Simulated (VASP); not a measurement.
## BeCdF4: relaxation of cell and atoms with PBE

The system is BeCdF4.

```
CELL_PARAMETERS angstrom
2.99718 0.00000 0.00000
0.00000 2.99718 0.00000
0.00000 0.00000 9.21834
ATOMIC_POSITIONS crystal
Be 0.50000 0.50000 0.50000
Cd 0.50000 0.50000 0.00000
F 0.00000 0.00000 0.00000
F 0.00000 0.00000 0.75039
F 0.00000 0.00000 0.24961
F 0.00000 0.00000 0.50000
```

The cell was generated, and may not be a known phase.

```
Program                : VASP 6.6.1
Task                   : relaxation of cell and atoms
Functional             : PBE
Potentials or basis    : VASP PAW PBE potentials, release 64 (Be, Cd, F)
Cutoff                 : 600 eV
k mesh                 : 12 × 12 × 4
Occupations            : gaussian, width 0.1 eV
Spin                   : no spin polarisation
Dipole correction      : no
Further INCAR settings : ALGO = Normal; EDIFF = 1e-06; IBRION = 2; EDIFFG = -0.01; NSW = 100; ISIF = 3
```

The relaxed volume is 13.87 Å³/atom and the relaxed cell is a = 3.006 Å, b = 3.006 Å, c = 9.211 Å, α = 90.00°, β = 90.00°, γ = 90.00°. The space group after relaxing (to 0.1 Å) is P4/mmm (No. 123), the energy gained by relaxing is 0.2 meV/atom and the ionic steps are 3. The pressure after relaxing is 0.0 GPa. The band gap on the k mesh is zero (bands 21 and 22 overlap by 0.21 eV).

Step by step:
```csv
step,energy change (eV),largest force (eV/Å),pressure (GPa),volume (Å³)
1,0.0000,0.0003,0.49,82.81
2,-0.0012,0.0016,-0.10,83.31
3,-0.0013,0.0011,0.00,83.21
```

Final structure:
```yaml
crystal:
  lattice:
    - [3.00564, 0.00000, 0.00000]
    - [0.00000, 3.00564, 0.00000]
    - [0.00000, 0.00000, 9.21100]
  atoms:
    - { symbol: Be, position: [0.50000, 0.50000, 0.50000] }
    - { symbol: Cd, position: [0.50000, 0.50000, 0.00000] }
    - { symbol: F, position: [0.00000, 0.00000, 0.00000] }
    - { symbol: F, position: [0.00000, 0.00000, 0.75039] }
    - { symbol: F, position: [0.00000, 0.00000, 0.24961] }
    - { symbol: F, position: [0.00000, 0.00000, 0.50000] }
```

Levels at points of the mesh, in eV from the Fermi level:
```csv
k point,band 19,band 20,band 21,band 22,band 23,band 24
"(0.00, 0.00, 0.00)",-0.26,-0.26,-0.24,-0.24,0.77,3.47
"(0.50, 0.00, 0.00)",-0.14,-0.14,-0.11,2.79,3.54,4.03
"(0.50, 0.50, 0.00)",-1.20,-0.80,-0.03,2.18,4.06,5.09
"(0.00, 0.00, 0.50)",-0.25,-0.24,-0.24,0.13,0.45,3.82
"(0.50, 0.00, 0.50)",-0.62,-0.13,-0.13,2.83,3.54,4.03
"(0.50, 0.50, 0.50)",-1.19,-0.41,-0.39,2.19,3.96,5.25
```

It took 4.1 min on 1 thread of Intel(R) Xeon(R) Platinum 8259CL CPU @ 2.50GHz (Skylake/Cascade Lake), with other jobs on the host, peak memory 0.35 GiB.

Caveat: semilocal functionals underestimate gaps, and a narrow one can read as zero.
